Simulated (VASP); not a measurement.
# Pt (Fmmm) in VASP: single point with PBEsol

Aim: the single point of Pt with PBEsol.

Everything below comes from runs of VASP 6.6.1. Logs are shortened: lines on timing, memory, paths and dates and some standing lists are left out, and cuts for length are marked.

### Step 1. The cell of the first run

The typed cell holds 1 atom: a = 2.742 Å, b = 2.742 Å, c = 2.746 Å, α = 109.47°, β = 109.47°, γ = 109.40°.

### Step 2. Single point, PBEsol (strain +0.0025 x Voigt [0, 0, 0, 0, 0, 1])

The input, INCAR:

```
SYSTEM = Pt
  PREC = Accurate
  ENCUT = 520
  EDIFF = 1E-7
  ISMEAR = 0
  SIGMA = 0.15
  LREAL = .FALSE.
  LASPH = .TRUE.
  NELM = 80
  ALGO = Fast
  ISIF = 2
  LWAVE = .FALSE.
  LCHARG = .TRUE.
  GGA = PS
  LELF = .TRUE.
  LVHAR = .TRUE.
  NBANDS = 11
```

The input, KPOINTS:

```
Automatic mesh
0
G
  22 22 22
  0 0 0
```

The input, POSCAR:

```
Pt
1.0
   -1.5822397250      1.5822397250      1.5842200000
    1.5822397250     -1.5822397250      1.5842200000
    1.5862002750      1.5862002750     -1.5842200000
Pt
1
Direct
    0.0000000000      0.0000000000      0.0000000000
```

Potentials or basis: VASP PAW PBE potentials, release 64 (Pt).

Launch:

```bash
$ cat potpaw_PBE.64/Pt/POTCAR > POTCAR
$ mpirun -np 1 vasp_std > vasp.out
```

OUTCAR:

```text
SYSTEM = Pt
   PREC = Accurate
   ENCUT = 520
   EDIFF = 1E-7
   ISMEAR = 0
   LREAL = .FALSE.
   LASPH = .TRUE.
   NELM = 80
   ISIF = 2
   GGA = PS

 ion  position               nearest neighbor table
   1  0.000  0.000  0.000-

  LATTYP: Found a face centered orthorhombic cell.
 ALAT       =     3.1684400000
 B/A-ratio  =     1.4124457954
 C/A-ratio  =     1.4159813293

  Lattice vectors:

 A1 = (   3.1684400000,   0.0039605500,   0.0000000000)
 A2 = (   1.5862002750,   1.5862002750,   1.5842200000)
 A3 = (   1.5822397250,  -1.5822397250,   1.5842200000)

Analysis of symmetry for initial positions (statically):
=====================================================================
 Subroutine PRICEL returns:
 Original cell was already a primitive cell.

 Routine SETGRP: Setting up the symmetry group for a
 face centered orthorhombic supercell.

 Subroutine GETGRP returns: Found  8 space group operations
 (whereof  8 operations were pure point group operations)
 out of a pool of  8 trial point group operations.

The static configuration has the point symmetry D_2h.

Analysis of symmetry for dynamics (positions and initial velocities):
=====================================================================
 Subroutine PRICEL returns:
 Original cell was already a primitive cell.

 Routine SETGRP: Setting up the symmetry group for a
 face centered orthorhombic supercell.

 Subroutine GETGRP returns: Found  8 space group operations
 (whereof  8 operations were pure point group operations)
 out of a pool of  8 trial point group operations.

The dynamic configuration has the point symmetry D_2h.

 Subroutine INISYM returns: Found  8 space group operations
 (whereof  8 operations are pure point group operations),
 and found     1 'primitive' translations

----------------------------------------------------------------------------------------

                                     Primitive cell

  volume of cell :      15.9040

  direct lattice vectors                    reciprocal lattice vectors
    -1.582239725  1.582239725  1.584220000    -0.000394517  0.315613224  0.315612731
     1.582239725 -1.582239725  1.584220000     0.315613224 -0.000394517  0.315612731
     1.586200275  1.586200275 -1.584220000     0.315218707  0.315218707  0.000000000

  length of vectors
     2.741663383  2.741663383  2.746236631     0.446344327  0.446344327  0.445786571

  position of ions in fractional coordinates (direct lattice)
     0.000000000  0.000000000  0.000000000

  ion indices of the primitive-cell ions
   primitive index   ion index
                 1           1

----------------------------------------------------------------------------------------

 KPOINTS: Automatic mesh

Automatic generation of k-mesh.
 Grid dimensions read from file:
 generate k-points for:   22   22   22

 Generating k-lattice:

  Cartesian coordinates                     Fractional coordinates (reciprocal lattice)
    -0.000017933  0.014346056  0.014346033     0.045454545  0.000000000 -0.000000000
     0.014346056 -0.000017933  0.014346033     0.000000000  0.045454545 -0.000000000
     0.014328123  0.014328123  0.000000000     0.000000000  0.000000000  0.045454545

  Length of vectors
     0.020288379  0.020288379  0.020263026

  Shift w.r.t. Gamma in fractional coordinates (k-lattice)
     0.000000000  0.000000000  0.000000000

 Subroutine IBZKPT returns following result:
 ===========================================

 Found   1530 irreducible k-points:

 Following reciprocal coordinates:
            Coordinates               Weight
  0.000000  0.000000  0.000000      1.000000
  0.045455 -0.000000  0.000000      8.000000
  0.090909 -0.000000  0.000000      8.000000
  0.136364  0.000000  0.000000      8.000000
  0.181818  0.000000  0.000000      8.000000
  0.227273  0.000000 -0.000000      8.000000
[... 16 lines left out ...]
  0.500000  0.045455  0.000000      8.000000
 -0.454545  0.045455  0.000000      8.000000
 [... further k-points ...]
   k-points           NKPTS =   1530   k-points in BZ     NKDIM =   1530   number of bands    NBANDS=     11
   number of dos      NEDOS =    301   number of ions     NIONS =      1
   total plane-waves  NPLWV =   8000
   dimension x,y,z NGX =    20 NGY =   20 NGZ =   20
   dimension x,y,z NGXF=    40 NGYF=   40 NGZF=   40
   ions per type =               1
   NGX,Y,Z   is equivalent  to a cutoff of  12.13, 12.13, 12.11 a.u.
   NGXF,Y,Z  is equivalent  to a cutoff of  24.25, 24.25, 24.21 a.u.
 SYSTEM =  Pt
   PREC   = accura    normal or accurate (medium, high low for compatibility)
   ISTART =      0    job   : 0-new  1-cont  2-samecut
   ICHARG =      2    charge: 1-file 2-atom 10-const
   ISPIN  =      1    spin polarized calculation?
   LNONCOLLINEAR =      F non collinear calculations
   LSORBIT =      F    spin-orbit coupling
   LASPH  =      T    aspherical Exc in radial PAW
   ENCUT  =  520.0 eV  38.22 Ry    6.18 a.u.   5.10  5.10  5.11*2*pi/ulx,y,z
   NELM   =     80;   NELMIN=  2; NELMDL= -5     # of ELM steps
   EDIFF  = 0.1E-06   stopping-criterion for ELM
   LREAL  =      F    real-space projection
   EDIFFG = 0.1E-05   stopping-criterion for IOM
   NSW    =      0    number of steps for IOM
   IBRION =     -1    ionic relax: 0-MD 1-quasi-New 2-CG
   NFREE  =      0    steps in history (QN), initial steepest desc. (CG)
   ISIF   =      2    stress and relaxation
   ISYM   =      2    0-nonsym 1-usesym 2-fastsym
   POTIM  = 0.5000    time-step for ionic-motion
   TEBEG  =    0.0;   TEEND  =   0.0 temperature during run
   PSTRESS=    0.0 pullay stress
   NELECT =      10.0000    total number of electrons
   NUPDOWN=      -1.0000    fix difference up-down
   EMIN   =  10.00;   EMAX   =-10.00  energy-range for DOS
   EFERMI =   0.00;   METHOD = LEGACY
   ISMEAR =     0;   SIGMA  =   0.15  broadening in eV -4-tet -1-fermi 0-gaus
   EFERMI_NEDOS =   21; number of points for ismear=-14 and -15
   IALGO  =     68    algorithm
   IMIX   =      4    mixing-type and parameters
     AMIX     =   0.40;   BMIX     =  1.00
     AMIX_MAG =   1.60;   BMIX_MAG =  1.00
  volume/ion in A,a.u.               =      15.90       107.33
  Fermi-wavevector in a.u.,A,eV,Ry     =   1.402511  2.650361 26.763160  1.967037
  Thomas-Fermi vector in A             =   2.525265
   LORBIT       =      0    0 simple, 1 ext, 2 COOP (PROOUT), +10 PAW based schemes
   GGA     = PS    functional components
   LHFCALC =     F    Hartree Fock is set to
   AEXX    =    0.0000 exact exchange contribution
   IVDW    =     0    specifies the selected vdW correction
   LEPSILON=     F    determine dielectric tensor
   LRPA    =     F    only Hartree local field effects (RPA)
 non-spin polarized calculation
 RMM-DIIS sequential band-by-band and
 Gauss-broadening in eV      SIGMA  =   0.15
  energy-cutoff  :      520.00
  volume of cell :       15.90
 maximum number of plane-waves:       442
   NGX = 11   NGY = 11   NGZ = 11

 number of electron      10.0000000 magnetization

 Free energy of the ion-electron system (eV)
  ---------------------------------------------------
  ext. energy  EPLUGINS =         0.00000000
  ---------------------------------------------------
  free energy    TOTEN  =        -6.82939748 eV

  energy without entropy =       -6.81614474  energy(sigma->0) =       -6.82277111

 E-fermi :   9.8832     XC(G=0): -13.3084

 val. band max:        9.8827234261   @ k =  -0.1818   0.3636   0.3182
 cond. band min:       9.8832565274   @ k =  -0.0909   0.3636   0.1818
 fundamental gap:      0.0005331013
 Fermi energy:         9.8832452012

 k-point     1 :       0.0000    0.0000    0.0000
  band No.  band energies     occupation
      1       0.4059      2.00000
      2       6.4332      2.00000
      3       6.4510      2.00000
      4       6.4690      2.00000
      5       8.9381      2.00000
      6       8.9382      2.00000
      7      26.9660      0.00000
      8      26.9880      0.00000
      9      27.0098      0.00000
     10      36.9147      0.00000
     11      36.9259      0.00000

 k-point     2 :       0.0455   -0.0000    0.0000
  band No.  band energies     occupation
      1       0.4899      2.00000
      2       6.4138      2.00000
      3       6.4533      2.00000
      4       6.5202      2.00000
      5       8.8943      2.00000
      6       8.9403      2.00000
      7      27.0262      0.00000
      8      27.0546      0.00000
      9      27.1174      0.00000
     10      35.3705      0.00000
     11      35.8565      0.00000

 k-point     3 :       0.0909   -0.0000    0.0000
  band No.  band energies     occupation
      1       0.7374      2.00000
      2       6.3218      2.00000
      3       6.4491      2.00000
      4       6.7171      2.00000
      5       8.7805      2.00000
      6       8.9475      2.00000
      7      27.1155      0.00000
      8      27.1970      0.00000
      9      27.4751      0.00000
     10      33.9319      0.00000
     11      34.3520      0.00000

 k-point     4 :       0.1364    0.0000    0.0000
  band No.  band energies     occupation
      1       1.1337      2.00000
      2       6.1762      2.00000
      3       6.4358      2.00000
      4       7.0408      2.00000
      5       8.6431      2.00000
      6       8.9616      2.00000
      7      27.1238      0.00000
      8      27.1590      0.00000
      9      28.0598      0.00000
     10      32.8990      0.00000
     11      32.9561      0.00000

 k-point     5 :       0.1818    0.0000    0.0000
  band No.  band energies     occupation
      1       1.6483      2.00000
      2       5.9949      2.00000
      3       6.4167      2.00000
      4       7.4792      2.00000
      5       8.5370      2.00000
      6       8.9849      2.00000
      7      26.5225      0.00000
      8      26.8678      0.00000
      9      28.8404      0.00000
     10      32.1776      0.00000
     11      32.4770      0.00000
[... 211 lines left out ...]
 k-point    21 :       0.4091    0.0455    0.0000
  band No.  band energies     occupation
      1       3.4385      2.00000
      2       5.1111      2.00000
      3       8.5018      2.00000
      4       8.9591      2.00000
      5       9.5303      1.99912
      6      10.9216      0.00000
      7      17.2192      0.00000
      8      23.4078      0.00000
      9      25.9499      0.00000
     10      33.8283      0.00000
     11      34.2730      0.00000

 k-point    22 :       0.4545    0.0455    0.0000
  band No.  band energies     occupation
      1       3.4284      2.00000
      2       5.0621      2.00000
      3       8.7169      2.00000
      4       9.0178      2.00000
      5       9.9141      0.77142
      6      11.3069      0.00000
      7      16.2251      0.00000
      8      23.1932      0.00000
      9      25.4990      0.00000
     10      33.8619      0.00000
     11      34.5518      0.00000

 k-point    23 :       0.5000    0.0455    0.0000
  band No.  band energies     occupation
      1       3.4285      2.00000
      2       5.0621      2.00000
      3       8.7164      2.00000
      4       9.0177      2.00000
      5       9.9122      0.78482
      6      11.3113      0.00000
      7      16.2237      0.00000
      8      23.1933      0.00000
      9      25.4992      0.00000
     10      33.8611      0.00000
     11      34.5614      0.00000

 k-point    24 :      -0.4545    0.0455    0.0000
  band No.  band energies     occupation
      1       3.4388      2.00000
      2       5.1110      2.00000
      3       8.4998      2.00000
      4       8.9592      2.00000
      5       9.5281      1.99919
      6      10.9296      0.00000
      7      17.2167      0.00000
      8      23.4080      0.00000
      9      25.9508      0.00000
     10      33.8193      0.00000
     11      34.2793      0.00000

 [... further k-points ...]
[... 5 lines left out ...]
  --------------------------------------------------------------------------------------
  -------------------------------------------------------------------------------------
  Total       -1.1184042     -1.1184042     -1.1182946     -0.0356608      0.0000000      0.0000000
  in kB     -112.6687801   -112.6687801   -112.6577377     -3.5924936      0.0000000      0.0000000
  external PRESSURE =    -112.6650993 kB  Pullay stress =       0.0000000 kB

 VOLUME and BASIS-vectors are now :
 -----------------------------------------------------------------------------
  energy-cutoff  :      520.00
  volume of cell :       15.90
      direct lattice vectors                 reciprocal lattice vectors
    -1.582239725  1.582239725  1.584220000    -0.000394517  0.315613224  0.315612731
     1.582239725 -1.582239725  1.584220000     0.315613224 -0.000394517  0.315612731
     1.586200275  1.586200275 -1.584220000     0.315218707  0.315218707  0.000000000

 POSITION                                       TOTAL-FORCE (eV/Angst)
 -----------------------------------------------------------------------------------
      0.00000      0.00000      0.00000        -0.000000      0.000000      0.000000
 -----------------------------------------------------------------------------------
    total drift:                               -0.000000     -0.000000     -0.000000

  FREE ENERGIE OF THE ION-ELECTRON SYSTEM (eV)
  ---------------------------------------------------
  free  energy   TOTEN  =        -6.8293974830 eV

  energy  without entropy=       -6.8161447387  energy(sigma->0) =       -6.82277111
```

It used 250 s of CPU time on 1 thread of AMD EPYC 7R13 Processor (Zen 3), with other jobs on the host.

Results:

```yaml
Free_energy: -6.8294 eV
Pressure: -11.3 GPa
Band_gap_on_the_k_mesh: zero (band 5 reaches 10.91 eV, above the bottom of band 6 at 8.79 eV)
```

Levels at points of the mesh, in eV from the Fermi level:
| k point | band 3 | band 4 | band 5 | band 6 | band 7 | band 8 |
| --- | --- | --- | --- | --- | --- | --- |
| (0.00, 0.00, 0.00) | -3.43 | -3.41 | -0.95 | -0.95 | 17.08 | 17.10 |
| (0.50, 0.00, 0.00) | -1.13 | -0.63 | 0.24 | 1.06 | 6.23 | 13.25 |
| (0.50, 0.50, 0.00) | -1.14 | -0.64 | 0.26 | 1.07 | 6.26 | 13.23 |
| (0.00, 0.00, 0.50) | -1.12 | -0.61 | 0.23 | 1.05 | 6.20 | 13.27 |
| (0.50, 0.50, 0.50) | 0.53 | 0.54 | 0.56 | 7.61 | 7.61 | 7.61 |

Caveat: the cell differs from its parent crystal (strain +0.0025 x Voigt [0, 0, 0, 0, 0, 1]); the PAW data sets were made with another functional, which shifts forces and pressure a little; spin-orbit coupling is left out, which moves the levels of the heavy elements.
